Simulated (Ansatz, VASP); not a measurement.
## BaF2 in VASP and in Ansatz

The input INCAR:

```
SYSTEM = BaF2
PREC     = Accurate       ! precision mode
ENCUT    = 520            ! plane-wave cutoff, eV
EDIFF    = 1E-8           ! SCF threshold, eV
ISMEAR   = -1             ! smearing method
SIGMA    = 0.01           ! smearing width, eV
LREAL    = .FALSE.        ! projectors in reciprocal space
LASPH    = .TRUE.         ! aspherical terms in the spheres
NELM     = 120            ! most SCF steps
ALGO     = Normal         ! electronic algorithm
ISIF     = 2              ! what is computed and relaxed
LWAVE    = .FALSE.        ! write WAVECAR
LCHARG   = .FALSE.        ! write CHGCAR
GGA      = CA             ! functional
LEFG     = .TRUE.       
NBANDS   = 19             ! bands
GGA_COMPAT= .FALSE.
```

The input KPOINTS:

```
Automatic mesh
0
G
  8 8 8
  0 0 0
```

File POSCAR:

```
BaF2
1.0
    0.0000000000      3.0367659163      3.0367659163
    3.0367659163      0.0000000000      3.0367659163
    3.0367659163      3.0367659163      0.0000000000
Ba F
1 2
Direct
    0.0000000000      0.0000000000      0.0000000000
    0.2500000000      0.2500000000      0.2500000000
    0.7500000000      0.7500000000      0.7500000000
```

Input for Ansatz:

```yaml
crystal:
  lattice:
    - [0.0, 3.0367659163, 3.0367659163]
    - [3.0367659163, 0.0, 3.0367659163]
    - [3.0367659163, 3.0367659163, 0.0]
  atoms:
    - { symbol: Ba, position: [0.0, 0.0, 0.0] }
    - { symbol: F, position: [0.25, 0.25, 0.25] }
    - { symbol: F, position: [0.75, 0.75, 0.75] }
kpoints:
  mp_grid: { grid: [8, 8, 8] }
scf:
  occupations: { method: fermi_dirac, width: 0.01 }
hamiltonian:
  xc: lda
  pseudopotentials: { kind: paw }
output:
  forces: true
  stress: true
  eigenvalues: true
  efg: { contact_densities: true }
```

Change from the starting cell: volume scaled by 0.94, PAW files.

Alike in both runs: task electric field gradients; functional LDA; k mesh 8 × 8 × 8; occupations fermi-dirac, width 0.01 eV; no spin polarisation.

|  | VASP | Ansatz |
| --- | --- | --- |
| version | VASP 6.6.1 | Ansatz 0.2.0 |
| potentials or method | VASP PAW LDA potentials, release 64 (Ba_sv, F) | PAW with Ansatz's default frozen-core files, scalar-relativistic |
| plane-wave cutoff (eV) | 520 | 420 |
| valence electrons in the cell | 24 | 24 |

```tsv
	VASP	Ansatz	Ansatz less VASP
gap on the k mesh at the Fermi level (eV)	6.63	6.71	+0.075
pressure (GPa)	0.6	-1.0	-1.58
```

LDA's correlation is that of Perdew and Zunger in VASP and of Perdew and Wang (1992) in Ansatz.

Neither program's run includes spin-orbit coupling.
